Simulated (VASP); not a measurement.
# Pb (Fm-3m) in VASP: notebook

Runs on Pb. Level: PBEsol. Tasks: single point.

All numbers are computed with VASP 6.6.1; they aren't measurements. Logs are shortened: lines on timing, memory, paths and dates and some standing lists are left out, and cuts for length are marked.

## Step 1: The cell of the first run

The structure is cubic, space group Fm-3m (No. 225). The conventional cell has a = 4.268 Å, b = 4.268 Å, c = 4.268 Å, α = 90.00°, β = 90.00°, γ = 90.00°. Pb (site symmetry m-3m) has 12 Pb at 3.02 Å within 4.0 Å.

## Step 2: Single point, PBEsol

INCAR reads:

```
  PREC = Accurate
  ENCUT = 520
  EDIFF = 1E-6
  ISMEAR = 1
  SIGMA = 0.05
  LREAL = F
  LASPH = T
  NELM = 100
  ALGO = Normal
  ISIF = 2
  LWAVE = F
  LCHARG = F
  GGA = PS
  NBANDS = 13
```

KPOINTS reads:

```
regular mesh
0
Gamma
  15 15 15
```

POSCAR reads:

```
Pb
1.0
    0.0000000000      2.1340535808      2.1340535808
    2.1340535808      0.0000000000      2.1340535808
    2.1340535808      2.1340535808      0.0000000000
Pb
1
Direct
    0.0000000000      0.0000000000      0.0000000000
```

Potentials or basis: VASP PAW PBE potentials, release 64 (Pb_d).

Run with:

```bash
$ cat potpaw_PBE.64/Pb_d/POTCAR > POTCAR
$ mpirun -np 1 vasp_std > vasp.out
```

OUTCAR:

```text
PREC = Accurate
   ENCUT = 520
   EDIFF = 1E-6
   ISMEAR = 1
   LREAL = F
   LASPH = T
   NELM = 100
   ISIF = 2
   GGA = PS

 ion  position               nearest neighbor table
   1  0.000  0.000  0.000-

  LATTYP: Found a face centered cubic cell.
 ALAT       =     4.2681071616

  Lattice vectors:

 A1 = (   0.0000000000,   2.1340535808,   2.1340535808)
 A2 = (   2.1340535808,   0.0000000000,   2.1340535808)
 A3 = (   2.1340535808,   2.1340535808,   0.0000000000)

Analysis of symmetry for initial positions (statically):
=====================================================================
 Subroutine PRICEL returns:
 Original cell was already a primitive cell.

 Routine SETGRP: Setting up the symmetry group for a
 face centered cubic supercell.

 Subroutine GETGRP returns: Found 48 space group operations
 (whereof 48 operations were pure point group operations)
 out of a pool of 48 trial point group operations.

The static configuration has the point symmetry O_h .

Analysis of symmetry for dynamics (positions and initial velocities):
=====================================================================
 Subroutine PRICEL returns:
 Original cell was already a primitive cell.

 Routine SETGRP: Setting up the symmetry group for a
 face centered cubic supercell.

 Subroutine GETGRP returns: Found 48 space group operations
 (whereof 48 operations were pure point group operations)
 out of a pool of 48 trial point group operations.

The dynamic configuration has the point symmetry O_h .

 Subroutine INISYM returns: Found 48 space group operations
 (whereof 48 operations are pure point group operations),
 and found     1 'primitive' translations

----------------------------------------------------------------------------------------

                                     Primitive cell

  volume of cell :      19.4377

  direct lattice vectors                    reciprocal lattice vectors
     0.000000000  2.134053581  2.134053581    -0.234295898  0.234295898  0.234295898
     2.134053581  0.000000000  2.134053581     0.234295898 -0.234295898  0.234295898
     2.134053581  2.134053581  0.000000000     0.234295898  0.234295898 -0.234295898

  length of vectors
     3.018007517  3.018007517  3.018007517     0.405812399  0.405812399  0.405812399

  position of ions in fractional coordinates (direct lattice)
     0.000000000  0.000000000  0.000000000

  ion indices of the primitive-cell ions
   primitive index   ion index
                 1           1

----------------------------------------------------------------------------------------

 KPOINTS: regular mesh

Automatic generation of k-mesh.
 Grid dimensions read from file:
 generate k-points for:   15   15   15

 Generating k-lattice:

  Cartesian coordinates                     Fractional coordinates (reciprocal lattice)
    -0.015619727  0.015619727  0.015619727     0.066666667  0.000000000  0.000000000
     0.015619727 -0.015619727  0.015619727     0.000000000  0.066666667  0.000000000
     0.015619727  0.015619727 -0.015619727     0.000000000  0.000000000  0.066666667

  Length of vectors
     0.027054160  0.027054160  0.027054160

  Shift w.r.t. Gamma in fractional coordinates (k-lattice)
     0.000000000  0.000000000  0.000000000

 Subroutine IBZKPT returns following result:
 ===========================================

 Found    120 irreducible k-points:

 Following reciprocal coordinates:
            Coordinates               Weight
  0.000000  0.000000  0.000000      1.000000
  0.066667  0.000000  0.000000      8.000000
  0.133333  0.000000  0.000000      8.000000
  0.200000  0.000000  0.000000      8.000000
  0.266667  0.000000  0.000000      8.000000
  0.333333  0.000000  0.000000      8.000000
[... 16 lines left out ...]
  0.133333  0.133333  0.000000      6.000000
  0.200000  0.133333  0.000000     24.000000
 [... further k-points ...]
   k-points           NKPTS =    120   k-points in BZ     NKDIM =    120   number of bands    NBANDS=     13
   number of dos      NEDOS =    301   number of ions     NIONS =      1
   total plane-waves  NPLWV =  13824
   dimension x,y,z NGX =    24 NGY =   24 NGZ =   24
   dimension x,y,z NGXF=    48 NGYF=   48 NGZF=   48
   ions per type =               1
   NGX,Y,Z   is equivalent  to a cutoff of  13.22, 13.22, 13.22 a.u.
   NGXF,Y,Z  is equivalent  to a cutoff of  26.44, 26.44, 26.44 a.u.
 SYSTEM =  unknown system
   PREC   = accura    normal or accurate (medium, high low for compatibility)
   ISTART =      0    job   : 0-new  1-cont  2-samecut
   ICHARG =      2    charge: 1-file 2-atom 10-const
   ISPIN  =      1    spin polarized calculation?
   LNONCOLLINEAR =      F non collinear calculations
   LSORBIT =      F    spin-orbit coupling
   LASPH  =      T    aspherical Exc in radial PAW
   ENCUT  =  520.0 eV  38.22 Ry    6.18 a.u.   5.61  5.61  5.61*2*pi/ulx,y,z
   NELM   =    100;   NELMIN=  2; NELMDL= -5     # of ELM steps
   EDIFF  = 0.1E-05   stopping-criterion for ELM
   LREAL  =      F    real-space projection
   EDIFFG = 0.1E-04   stopping-criterion for IOM
   NSW    =      0    number of steps for IOM
   IBRION =     -1    ionic relax: 0-MD 1-quasi-New 2-CG
   NFREE  =      0    steps in history (QN), initial steepest desc. (CG)
   ISIF   =      2    stress and relaxation
   ISYM   =      2    0-nonsym 1-usesym 2-fastsym
   POTIM  = 0.5000    time-step for ionic-motion
   TEBEG  =    0.0;   TEEND  =   0.0 temperature during run
   PSTRESS=    0.0 pullay stress
   NELECT =      14.0000    total number of electrons
   NUPDOWN=      -1.0000    fix difference up-down
   EMIN   =  10.00;   EMAX   =-10.00  energy-range for DOS
   EFERMI =   0.00;   METHOD = LEGACY
   ISMEAR =     1;   SIGMA  =   0.05  broadening in eV -4-tet -1-fermi 0-gaus
   EFERMI_NEDOS =   21; number of points for ismear=-14 and -15
   IALGO  =     38    algorithm
   IMIX   =      4    mixing-type and parameters
     AMIX     =   0.40;   BMIX     =  1.00
     AMIX_MAG =   1.60;   BMIX_MAG =  1.00
  volume/ion in A,a.u.               =      19.44       131.17
  Fermi-wavevector in a.u.,A,eV,Ry     =   1.467469  2.773114 29.299663  2.153464
  Thomas-Fermi vector in A             =   2.583083
   LORBIT       =      0    0 simple, 1 ext, 2 COOP (PROOUT), +10 PAW based schemes
   GGA     = PS    functional components
   LHFCALC =     F    Hartree Fock is set to
   AEXX    =    0.0000 exact exchange contribution
   IVDW    =     0    specifies the selected vdW correction
   LEPSILON=     F    determine dielectric tensor
   LRPA    =     F    only Hartree local field effects (RPA)
 non-spin polarized calculation
 Methfessel and Paxton  Order N= 1 SIGMA  =   0.05
  energy-cutoff  :      520.00
  volume of cell :       19.44
 maximum number of plane-waves:       534
   NGX = 11   NGY = 11   NGZ = 11

 number of electron      14.0000000 magnetization

 Free energy of the ion-electron system (eV)
  ---------------------------------------------------
  ext. energy  EPLUGINS =         0.00000000
  ---------------------------------------------------
  free energy    TOTEN  =        -2.70752064 eV

  energy without entropy =       -2.70755460  energy(sigma->0) =       -2.70753196

 E-fermi :  13.7088     XC(G=0): -12.6723

 val. band max:       13.6986057222   @ k =  -0.3333   0.4667   0.2000
 cond. band min:      13.7445843280   @ k =   0.3333   0.1333   0.0000
 fundamental gap:      0.0459786058
 Fermi energy:        13.7088045284

 k-point     1 :       0.0000    0.0000    0.0000
  band No.  band energies     occupation
      1      -4.4555      2.00000
      2      -4.4555      2.00000
      3      -4.4555      2.00000
      4      -3.9521      2.00000
      5      -3.9521      2.00000
      6      -2.4036      2.00000
      7      22.8495      0.00000
      8      24.3308      0.00000
      9      24.3308      0.00000
     10      24.3308      0.00000
     11      29.9181      0.00000
     12      29.9181      0.00000
     13      29.9352      0.00000

 k-point     2 :       0.0667    0.0000    0.0000
  band No.  band energies     occupation
      1      -4.4627      2.00000
      2      -4.4342      2.00000
      3      -4.4342      2.00000
      4      -3.9559      2.00000
      5      -3.9559      2.00000
      6      -2.2722      2.00000
      7      22.5060      0.00000
      8      23.3183      0.00000
      9      24.2579      0.00000
     10      24.2579      0.00000
     11      29.3663      0.00000
     12      29.8509      0.00000
     13      29.8509      0.00000

 k-point     3 :       0.1333    0.0000    0.0000
  band No.  band energies     occupation
      1      -4.4927      2.00000
      2      -4.3832      2.00000
      3      -4.3832      2.00000
      4      -3.9565      2.00000
      5      -3.9565      2.00000
      6      -1.8662      2.00000
      7      20.0504      0.00000
      8      23.2426      0.00000
      9      24.0232      0.00000
     10      24.0232      0.00000
     11      28.4192      0.00000
     12      29.4793      0.00000
     13      29.4793      0.00000

 k-point     4 :       0.2000    0.0000    0.0000
  band No.  band energies     occupation
      1      -4.5532      2.00000
      2      -4.3414      2.00000
      3      -4.3414      2.00000
      4      -3.9208      2.00000
      5      -3.9208      2.00000
      6      -1.1682      2.00000
      7      17.1739      0.00000
      8      23.3100      0.00000
      9      23.6040      0.00000
     10      23.6040      0.00000
     11      27.7111      0.00000
     12      28.8897      0.00000
     13      28.8897      0.00000

 k-point     5 :       0.2667    0.0000    0.0000
  band No.  band energies     occupation
      1      -4.6358      2.00000
      2      -4.3430      2.00000
      3      -4.3430      2.00000
      4      -3.8257      2.00000
      5      -3.8257      2.00000
      6      -0.1748      2.00000
      7      14.3272     -0.00000
      8      23.0342      0.00000
      9      23.0342      0.00000
     10      23.1702      0.00000
     11      27.4628      0.00000
     12      28.3949      0.00000
     13      28.3949      0.00000
[... 257 lines left out ...]
 k-point    22 :      -0.0667    0.0667    0.0000
  band No.  band energies     occupation
      1      -4.4796      2.00000
      2      -4.4073      2.00000
      3      -4.3926      2.00000
      4      -3.9854      2.00000
      5      -3.9369      2.00000
      6      -2.0484      2.00000
      7      21.8391      0.00000
      8      22.0281      0.00000
      9      23.8683      0.00000
     10      24.8196      0.00000
     11      28.3543      0.00000
     12      29.8870      0.00000
     13      30.0368      0.00000

 k-point    23 :       0.1333    0.1333    0.0000
  band No.  band energies     occupation
      1      -4.5647      2.00000
      2      -4.3011      2.00000
      3      -4.3011      2.00000
      4      -4.0848      2.00000
      5      -3.8858      2.00000
      6      -1.6894      2.00000
      7      22.0268      0.00000
      8      22.0268      0.00000
      9      22.3651      0.00000
     10      22.6028      0.00000
     11      26.2782      0.00000
     12      30.4216      0.00000
     13      30.4216      0.00000

 k-point    24 :       0.2000    0.1333    0.0000
  band No.  band energies     occupation
      1      -4.6069      2.00000
      2      -4.2445      2.00000
      3      -4.2298      2.00000
      4      -4.1392      2.00000
      5      -3.8444      2.00000
      6      -1.1816      2.00000
      7      19.3885      0.00000
      8      21.2221      0.00000
      9      22.1973      0.00000
     10      23.6309      0.00000
     11      24.7271      0.00000
     12      30.4435      0.00000
     13      30.6813      0.00000

 [... further k-points ...]

------------------------ aborting loop because EDIFF is reached ----------------------------------------

  FORCE on cell =-STRESS in cart. coord.  units (eV):
  Direction    XX          YY          ZZ          XY          YZ          ZX
  --------------------------------------------------------------------------------------
  -------------------------------------------------------------------------------------
  Total        7.2596263      7.2596263      7.2596263      0.0000000     -0.0000000     -0.0000000
  in kB      598.3825146    598.3825146    598.3825146      0.0000000     -0.0000000     -0.0000000
  external PRESSURE =     598.3825146 kB  Pullay stress =       0.0000000 kB

 VOLUME and BASIS-vectors are now :
 -----------------------------------------------------------------------------
  energy-cutoff  :      520.00
  volume of cell :       19.44
      direct lattice vectors                 reciprocal lattice vectors
     0.000000000  2.134053581  2.134053581    -0.234295898  0.234295898  0.234295898
     2.134053581  0.000000000  2.134053581     0.234295898 -0.234295898  0.234295898
     2.134053581  2.134053581  0.000000000     0.234295898  0.234295898 -0.234295898

 POSITION                                       TOTAL-FORCE (eV/Angst)
 -----------------------------------------------------------------------------------
      0.00000      0.00000      0.00000         0.000000     -0.000000      0.000000
 -----------------------------------------------------------------------------------
    total drift:                                0.000000      0.000000      0.000000

  FREE ENERGIE OF THE ION-ELECTRON SYSTEM (eV)
  ---------------------------------------------------
  free  energy   TOTEN  =        -2.7075206435 eV

  energy  without entropy=       -2.7075545958  energy(sigma->0) =       -2.70753196
```

Wall time 35 s (1 thread of Intel Xeon 8259CL, shared host); peak memory 0.16 GiB.

What came out:

```
Free energy            : -2.7075 eV
Pressure               : 59.8 GPa
Band gap on the k mesh : zero (bands 7 and 8 overlap by 12.00 eV)
```

Caveat: the cell stands under pressure; the PAW data sets were made with another functional, which shifts forces and pressure a little; spin-orbit coupling is left out, which moves the levels of the heavy elements.

## Step 3: Single point, PBEsol

This run uses another cell than the first one, of 21.08 Å³/atom.

INCAR reads:

```
SYSTEM = Pb
PREC = Accurate ; ENCUT = 520
EDIFF = 1E-7 ; ISMEAR = 1
SIGMA = 0.05 ; LREAL = .False.
LASPH = .True. ; NELM = 80
ALGO = Normal ; ISIF = 2
LWAVE = .False. ; LCHARG = .False.
GGA = PS ; NBANDS = 13
```

KPOINTS reads:

```
regular mesh
0
Gamma
  15 15 15
  0 0 0
```

POSCAR reads:

```
Pb
1.0
    0.0000000000      2.1925357307      2.1925357307
    2.1925357307      0.0000000000      2.1925357307
    2.1925357307      2.1925357307      0.0000000000
Pb
1
Direct
    0.0000000000      0.0000000000      0.0000000000
```

Potentials or basis: VASP PAW PBE potentials, release 64 (Pb_d).

Run with:

```bash
$ cat potpaw_PBE.64/Pb_d/POTCAR > POTCAR
$ mpirun -np 1 vasp_std > vasp.out
```

It took 42 s on 1 thread of Intel Xeon 8259CL, shared host; peak memory 0.16 GiB.

Results (log left out):

```
Free energy            : -3.2135 eV
Pressure               : 39.9 GPa
Band gap on the k mesh : zero (bands 7 and 8 overlap by 12.02 eV)
```

Levels at points of the mesh, in eV from the Fermi level:
```tsv
k point	band 3	band 4	band 5	band 6	band 7	band 8	band 9	band 10	band 11	band 12
(0.00, 0.00, 0.00)	-17.91	-17.50	-17.50	-15.22	9.31	10.04	10.04	10.04	15.35	15.35
```

Caveat: the cell stands under pressure; the PAW data sets were made with another functional, which shifts forces and pressure a little; spin-orbit coupling is left out, which moves the levels of the heavy elements.

## Step 4: Single point, PBEsol

This run uses another cell than the first one, of 23.69 Å³/atom.

INCAR reads:

```
ALGO = Normal
EDIFF = 1E-7
ENCUT = 520
GGA = PS
ISIF = 2
ISMEAR = 1
LASPH = True
LCHARG = False
LREAL = False
LWAVE = False
NBANDS = 13
NELM = 80
PREC = Accurate
SIGMA = 0.05
```

KPOINTS reads:

```
k-points
0
Gamma
  15 15 15
```

POSCAR reads:

```
Pb
1.0
    0.0000000000      2.2796515828      2.2796515828
    2.2796515828      0.0000000000      2.2796515828
    2.2796515828      2.2796515828      0.0000000000
Pb
1
Direct
    0.0000000000      0.0000000000      0.0000000000
```

Run with:

```bash
$ cat potpaw_PBE.64/Pb_d/POTCAR > POTCAR
$ mpirun -np 1 vasp_std > vasp.out
```

Run time: 41 s. Hardware: 1 thread of Intel Xeon 8259CL, shared host; peak memory 0.16 GiB.

Results (log left out):

```
Free energy            : -3.6880 eV
Pressure               : 19.9 GPa
Band gap on the k mesh : zero (bands 7 and 8 overlap by 11.55 eV)
```

Levels at points of the mesh, in eV from the Fermi level:
| k point | band 5 | band 6 | band 7 | band 8 | band 9 | band 10 |
| --- | --- | --- | --- | --- | --- | --- |
| (0.00, 0.00, 0.00) | -17.25 | -13.97 | 9.20 | 9.20 | 9.20 | 9.53 |

Caveat: the cell stands under pressure; the PAW data sets were made with another functional, which shifts forces and pressure a little; spin-orbit coupling is left out, which moves the levels of the heavy elements.

## Step 5: Single point, PBEsol

This run uses another cell than the first one, of 29.92 Å³/atom.

INCAR reads:

```
SYSTEM = Pb
PREC = Accurate ; ENCUT = 520
EDIFF = 1E-6 ; ISMEAR = 1
SIGMA = 0.05 ; LREAL = .False.
LASPH = .True. ; NELM = 80
ALGO = Normal ; ISIF = 2
LWAVE = .False. ; LCHARG = .False.
GGA = PS ; NBANDS = 13
```

KPOINTS reads:

```
regular mesh
0
Gamma
  15 15 15
  0 0 0
```

POSCAR reads:

```
Pb
1.0
    0.0000000000      2.4639681872      2.4639681872
    2.4639681872      0.0000000000      2.4639681872
    2.4639681872      2.4639681872      0.0000000000
Pb
1
Direct
    0.0000000000      0.0000000000      0.0000000000
```

Run with:

```bash
$ cat potpaw_PBE.64/Pb_d/POTCAR > POTCAR
$ mpirun -np 1 vasp_std > vasp.out
```

It took 79 s on 1 thread of Intel Xeon 8259CL, shared host; peak memory 0.18 GiB.

It converged, with:

| Item | Value |
| --- | --- |
| Free energy | -4.0001 eV |
| Pressure | -0.1 GPa |
| Band gap on the k mesh | zero (bands 7 and 8 overlap by 9.10 eV) |

Levels at points of the mesh, in eV from the Fermi level:
```
           k point  band 4  band 5  band 6  band 7  band 8  band 9  band 10  band 11
(0.00, 0.00, 0.00)  -16.78  -16.78  -11.79    7.59    7.59    7.59     9.85    11.56
```

Caveat: the PAW data sets were made with another functional, which shifts forces and pressure a little; spin-orbit coupling is left out, which moves the levels of the heavy elements.

## Step 6: The runs side by side

```csv
cell,gap on the mesh (eV),pressure (GPa)
"a = 3.018 Å, angles 60.0°, 1 atom",none,59.8
"a = 3.101 Å, angles 60.0°, 1 atom",none,39.9
"a = 3.224 Å, angles 60.0°, 1 atom",none,19.9
"a = 3.485 Å, angles 60.0°, 1 atom",none,-0.1
```

Alike in all rows: task single point; level PBEsol; potentials or basis VASP PAW PBE potentials, release 64 (Pb_d); no spin polarisation; k mesh 15 × 15 × 15; cutoff (eV) 520; smearing methfessel-paxton 0.05 eV.

Caveats: the PAW data sets were made with another functional, which shifts forces and pressure a little; spin-orbit coupling is left out, which moves the levels of the heavy elements; the cell stands under pressure (at least some runs).

Absolute energies hang on the potentials; compare differences alone.
